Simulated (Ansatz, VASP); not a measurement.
## WC: VASP beside Ansatz

Contents of INCAR:

```
  PREC = Accurate
  ENCUT = 600
  EDIFF = 1E-6
  ISMEAR = -1
  SIGMA = 0.05
  LREAL = False
  LASPH = True
  NELM = 150
  ALGO = Normal
  ISIF = 3
  LWAVE = False
  LCHARG = False
  LMAXMIX = 4
  LDAU = True
  LDAUTYPE = 2
  LDAUL = 2 -1
  LDAUU = 8 0
  LDAUJ = 0 0
  LDAUPRINT = 1
  GGA = PE
  IBRION = 2
  NSW = 60
  EDIFFG = -0.01
```

The input KPOINTS:

```
Automatic mesh
0
Gamma
  10 10 9
```

The input POSCAR:

```
WC
1.0
    2.9065000000      0.0000000000      0.0000000000
   -1.4532500000      2.5171028361      0.0000000000
    0.0000000000      0.0000000000      2.8366000000
W C
1 1
Direct
    0.0000000000      0.0000000000      0.0000000000
    0.6666666667      0.3333333333      0.5000000000
```

Contents of input.yaml:

```yaml
crystal:
  lattice:
    - [2.9065, 0.0, 0.0]
    - [-1.45325, 2.5171028361, 0.0]
    - [0.0, 0.0, 2.8366]
  atoms:
    - { symbol: W, position: [0.0, 0.0, 0.0] }
    - { symbol: C, position: [0.6666666667, 0.3333333333, 0.5] }
hamiltonian:
  xc: pbe
  pseudopotentials: { kind: paw }
  hubbard: { sites: [{ species: W, l: d, u_eff: 8.0 }] }
kpoints:
  mp_grid: { grid: [10, 10, 9] }
scf:
  occupations: { method: fermi_dirac, width: 0.05 }
output:
  forces: true
  stress: true
  eigenvalues: true
  write_density: true
  write_potential: true
  elf: true
  volumetric_format: npy
relax:
  f_tol: 0.01
  max_steps: 40
  cell: { stress_tol: 0.05 }
```

Alike in both runs: task relaxation of cell and atoms; functional PBE; k mesh 10 × 10 × 9; occupations fermi-dirac, width 0.05 eV; no spin polarisation; Hubbard terms W d U = 8.0 eV.

```csv
,VASP,Ansatz
version,VASP 6.6.1,Ansatz 0.2.0
potentials or method,"VASP PAW PBE potentials, release 64 (W_sv, C)",Ansatz PAW
plane-wave cutoff (eV),600,420
valence electrons in the cell,18,18
```

VASP gave:

| Quantity | Value |
| --- | --- |
| gap on the k mesh at the Fermi level, each at its own relaxed structure (eV) | none |
| relaxed volume (Å³/atom) | 11.06 |
| relaxed length of the cell vector where the two differ most in proportion (Å) | 2.893 |

Estimate Ansatz's values.

gap on the k mesh at the Fermi level, each at its own relaxed structure (eV): none; relaxed volume (Å³/atom): 10.57; relaxed length of the cell vector where the two differ most in proportion (Å): 2.843.

The programs project onto different local orbitals, so the same U acts differently, and such runs can settle in different states. A gap of «none» marks a metal or a gap that the smearing closes.

Spin-orbit coupling is off throughout. Noted on Ansatz's run: the plane-wave basis is chosen anew once the cell has moved, so the energies of steps on either side of that aren't comparable.
